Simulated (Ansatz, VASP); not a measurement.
# One calculation of Ti, two programs

Contents of INCAR:

```
PREC = Accurate ; ENCUT = 520
EDIFF = 1E-6 ; ISMEAR = 0
SIGMA = 0.15 ; LREAL = False
LASPH = True ; NELM = 60
ALGO = Fast ; ISIF = 2
LWAVE = False ; LCHARG = False
GGA = PS ; NBANDS = 19
```

The input KPOINTS:

```
regular mesh
0
Gamma
  24 24 14
```

File POSCAR:

```
Ti
1.0
    2.9149373764      0.0000000000      0.0000000000
   -1.4574686882      2.4992913128      0.0000000000
    0.0000000000      0.0000000000      4.5909904469
Ti
2
Direct
    0.3333333333      0.6666666667      0.2500000000
    0.6666666667      0.3333333333      0.7500000000
```

Input for Ansatz:

```yaml
crystal:
  lattice:
    - [2.9149373764, 0.0, 0.0]
    - [-1.4574686882, 2.4992913128, 0.0]
    - [0.0, 0.0, 4.5909904469]
  atoms:
    - { symbol: Ti, position: [0.3333333333, 0.6666666667, 0.25] }
    - { symbol: Ti, position: [0.6666666667, 0.3333333333, 0.75] }
basis:
  ecutwfc: 420
kpoints:
  mp_grid: { grid: [24, 24, 14] }
hamiltonian:
  xc: pbesol
scf:
  occupations: { method: gaussian, width: 0.15 }
output:
  forces: true
  stress: true
  eigenvalues: true
  write_density: true
  write_potential: true
  elf: true
  volumetric_format: npy
```

Change from the starting cell: strain +0.0050 x Voigt [1, -1, 0, 0, 0, 0], atoms carried along.

Alike in both runs: task single point; functional PBEsol; k mesh 24 × 24 × 14; occupations gaussian, width 0.15 eV; no spin polarisation.

```csv
,VASP,Ansatz
version,VASP 6.6.1,Ansatz 0.2.0
potentials or method,"VASP PAW PBE potentials, release 64 (Ti_sv), cutoff 520 eV","scalar-relativistic, plane waves, PAW"
valence electrons in the cell,24,24
```

```tsv
	VASP	Ansatz	Ansatz less VASP
gap on the k mesh at the Fermi level (eV)	none	none	-
pressure (GPa)	-0.3	0.0	+0.32
traceless stress, the component that is largest in VASP (GPa)	0.67	0.68	+0.007
rms of the force components (eV/Å)	0.016	0.016	+0.0002
```

VASP's potentials were made for PBE, not for PBEsol. Atom by atom the forces differ by 0.000 eV/Å (rms over components). A gap of «none» marks a metal or a gap that the smearing closes. The functional is the same, so the differences come from potentials, cutoffs and numerics.
